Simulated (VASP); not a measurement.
Set up this calculation in VASP 6.6.1, as the native input.

```
Task                   : single point
Functional             : LDA
Potentials or basis    : VASP PAW LDA potentials, release 64 (Al, O, H)
Cutoff                 : 520 eV
k mesh                 : 3 × 3 × 2
Occupations            : fermi-dirac, width 0.02 eV
Spin                   : no spin polarisation
Dipole correction      : no
Further INCAR settings : ALGO = Normal; EDIFF = 1e-06; NBANDS = 64
```

The structure of Al8HO12 (a cell with a defect) lies in POSCAR:

```
Al8HO12
1.0
    5.7686464748      0.0000000000      0.0000000000
   -2.8843232374      4.9957943926      0.0000000000
    0.0000000000      0.0000000000      9.3367500000
Al O H
8 12 1
Direct
    0.0000000000      0.0000000000      0.1499900000
    0.0000000000      0.0000000000      0.8500100000
    0.0000000000      0.5000000000      0.1499900000
    0.0000000000      0.5000000000      0.8500100000
    0.5000000000      0.0000000000      0.1499900000
    0.5000000000      0.0000000000      0.8500100000
    0.5000000000      0.5000000000      0.1499900000
    0.5000000000      0.5000000000      0.8500100000
    0.1666666667      0.3333333333      0.2223200000
    0.3333333333      0.1666666667      0.0000000000
    0.1666666667      0.3333333333      0.7776800000
    0.1666666667      0.8333333333      0.2223200000
    0.3333333333      0.6666666667      0.0000000000
    0.1666666667      0.8333333333      0.7776800000
    0.6666666667      0.3333333333      0.2223200000
    0.8333333333      0.1666666667      0.0000000000
    0.6666666667      0.3333333333      0.7776800000
    0.6666666667      0.8333333333      0.2223200000
    0.8333333333      0.6666666667      0.0000000000
    0.6666666667      0.8333333333      0.7776800000
    0.0000000000      0.0000000000      0.5000000000
```

These files were run (other wordings do the same):

INCAR

```
SYSTEM = Al8HO12
  PREC = Accurate
  ENCUT = 520
  EDIFF = 1E-6
  ISMEAR = -1
  SIGMA = 0.02
  LREAL = .FALSE.
  LASPH = .TRUE.
  NELM = 120
  ALGO = Normal
  ISIF = 2
  LWAVE = .FALSE.
  LCHARG = .TRUE.
  LELF = .TRUE.
  LVHAR = .TRUE.
  NBANDS = 64
  GGA_COMPAT = .FALSE.
```

KPOINTS

```
regular mesh
0
G
  3 3 2
  0 0 0
```

Potentials or basis: VASP PAW LDA potentials, release 64 (Al, O, H).

Command:

```console
$ cat potpaw_LDA.64/Al/POTCAR potpaw_LDA.64/O/POTCAR potpaw_LDA.64/H/POTCAR > POTCAR
$ mpirun -np 1 vasp_std > vasp.out
```

Results of the run:

```yaml
Pressure: -6.5 GPa
Largest_force: 0.517 eV/Å
Band_gap_on_the_k_mesh: zero (an odd number of electrons rules out a gap without spin polarisation)
```

Caveat: the k points lie up to 0.42 Å⁻¹ apart, too coarse for converged energies and pressures of a metal; an odd number of electrons without spin polarisation forces a metal; a magnetic or distorted state may lie lower.

It took 89 s on 1 thread of Intel(R) Xeon(R) 6975P-C (Granite Rapids), on a shared host, peak memory 0.34 GiB.
